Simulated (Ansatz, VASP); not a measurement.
# C in VASP and in Ansatz

```xyz
2
Lattice="0.0000 2.2068 3.3480 1.2740 0.0000 3.3480 1.2740 2.2068 0.0000" Properties=species:S:1:pos:R:3 pbc="T T T"
C     1.2741    0.7356    3.3480
C     1.2740    3.6779    3.3480
```

Change from the starting cell: strain +0.0375 x Voigt [1, 1, 0, 0, 0, 0], atoms carried along.

Alike in both runs: task single point; functional r2SCAN; k mesh 14 × 14 × 14; occupations gaussian, width 0.05 eV; no spin polarisation.

|  | VASP | Ansatz |
| --- | --- | --- |
| version | VASP 6.6.1 | Ansatz 0.2.0 |
| potentials or method | VASP PAW PBE potentials, release 64 (C), cutoff 520 eV | scalar-relativistic, plane waves, PAW |
| valence electrons in the cell | 8 | 8 |

Ansatz gave:

| Item | Value |
| --- | --- |
| gap on the k mesh at the Fermi level (eV) | 0.23 |
| least direct gap on the mesh (eV) | 0.30 |
| pressure (GPa) | -26.4 |
| traceless stress, the component that is largest in VASP (GPa) | 28.68 |
| rms of the force components (eV/Å) | 0.018 |

Q: Estimate VASP's values.

A: gap on the k mesh at the Fermi level (eV): 0.23; least direct gap on the mesh (eV): 0.30; pressure (GPa): -25.8; traceless stress, the component that is largest in VASP (GPa): 28.01; rms of the force components (eV/Å): 0.018.

VASP's potentials were made for PBE, not for r2SCAN. Atom by atom the forces differ by 0.000 eV/Å (rms over components). The functional is the same, so the differences come from potentials, cutoffs and numerics.
